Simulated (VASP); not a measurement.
Set up this calculation in VASP 6.6.1, as the native input.

- Task: single point
- Functional: PBEsol
- Potentials or basis: VASP PAW PBE potentials, release 64 (Ge_d)
- Cutoff: 520 eV
- k mesh: 18 × 18 × 18
- Occupations: gaussian, width 0.15 eV
- Spin: no spin polarisation
- Dipole correction: no
- Further INCAR settings: ALGO = Normal; EDIFF = 1e-06; NBANDS = 21

The structure of Ge lies in POSCAR:

```
Ge
1.0
    0.0000000000      2.7527443047      2.8804489374
    2.7527443047      0.0000000000      2.8804489374
    2.7527443047      2.7527443047      0.0000000000
Ge
2
Direct
    0.5000000000      0.5000000000      0.5000000000
    0.7500000000      0.7500000000      0.7500000000
```

This cell differs from its parent crystal: strain -0.030 along x and y, +0.015 along z.

These files were run (other wordings do the same):

INCAR

```
SYSTEM = Ge
ALGO = Normal
EDIFF = 1E-6
ENCUT = 520
GGA = PS
ISIF = 2
ISMEAR = 0
LASPH = .TRUE.
LCHARG = .FALSE.
LREAL = .FALSE.
LWAVE = .FALSE.
NBANDS = 21
NELM = 100
PREC = Accurate
SIGMA = 0.15
```

KPOINTS

```
k-points
0
G
  18 18 18
  0 0 0
```

Potentials or basis: VASP PAW PBE potentials, release 64 (Ge_d).

The run is started by

```console
$ cat potpaw_PBE.64/Ge_d/POTCAR > POTCAR
$ mpirun -np 1 vasp_std > vasp.out
```

It gave:

```
Pressure               : 3.4 GPa
Band gap on the k mesh : 0.07 eV (least direct gap 0.18 eV)
```

Caveat: the cell differs from its parent crystal (strain -0.030 along x and y, +0.015 along z); the cell stands under pressure; semilocal functionals underestimate gaps, and a narrow one can read as zero; the PAW data sets were made with another functional, which shifts forces and pressure a little.

Wall time 6.2 min on 1 thread of Oxide Virtual Turin-like Processor (shared host), peak memory 0.4 GiB.
